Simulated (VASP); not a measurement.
**SiC3: single point with PBE**

Crystal: SiC3.

```
Si C
1.0
     5.60999    0.00000    0.00000
     0.00000    5.60999    0.00000
     0.00000    0.00000    3.05623
Si C
1 3
Cartesian
  2.8050 2.8050 0.0000
  0.0000 0.0000 2.4039
  0.0000 0.0000 0.6523
  2.8050 2.8050 1.5281
```

* Program: VASP 6.6.1
* Task: single point
* Functional: PBE
* Potentials or basis: VASP PAW PBE potentials, release 64 (Si, C)
* Cutoff: 520 eV
* k mesh: 6 × 6 × 10
* Occupations: gaussian, width 0.02 eV
* Spin: no spin polarisation

* Pressure: 0.0 GPa
* Largest force: 0.068 eV/Å
* Band gap on the k mesh: 1.15 eV, indirect (least direct gap 1.54 eV)

Forces on the atoms (eV/Å):
```
Si   0.000  0.000  0.000
C    0.000  0.000 -0.068
C    0.000  0.000  0.068
C    0.000  0.000  0.000
```

Levels at points of the mesh, in eV from the valence-band top:
| k point | band 4 | band 5 | band 6 | band 7 | band 8 | band 9 | band 10 | band 11 | band 12 | band 13 |
| --- | --- | --- | --- | --- | --- | --- | --- | --- | --- | --- |
| (0.00, 0.00, 0.00) | -3.81 | -3.81 | -3.62 | -2.13 | -2.13 | 1.15 | 2.94 | 5.63 | 6.96 | 6.96 |
| (0.50, 0.00, 0.00) | -3.77 | -3.72 | -3.62 | -2.41 | -2.28 | 1.15 | 3.71 | 6.24 | 6.95 | 6.96 |
| (0.50, 0.50, 0.00) | -3.94 | -3.94 | -3.62 | -2.13 | -2.13 | 1.16 | 3.85 | 6.56 | 6.95 | 6.95 |
| (0.00, 0.00, 0.50) | -7.91 | -1.52 | -1.52 | -0.06 | -0.06 | 1.72 | 1.72 | 2.88 | 2.88 | 4.76 |
| (0.50, 0.00, 0.50) | -7.91 | -1.53 | -1.50 | -0.06 | 0.00 | 1.54 | 1.62 | 2.44 | 2.78 | 5.57 |
| (0.50, 0.50, 0.50) | -7.90 | -1.58 | -1.58 | -0.17 | -0.17 | 1.72 | 1.72 | 2.72 | 2.72 | 5.35 |

Run time: 46 s on 1 thread of Intel(R) Xeon(R) Platinum 8559C (Emerald Rapids) (shared host), peak memory 0.23 GiB.

A k mesh can miss the band edges. A hybrid or GW would open this gap; PBE tends to underestimate it.
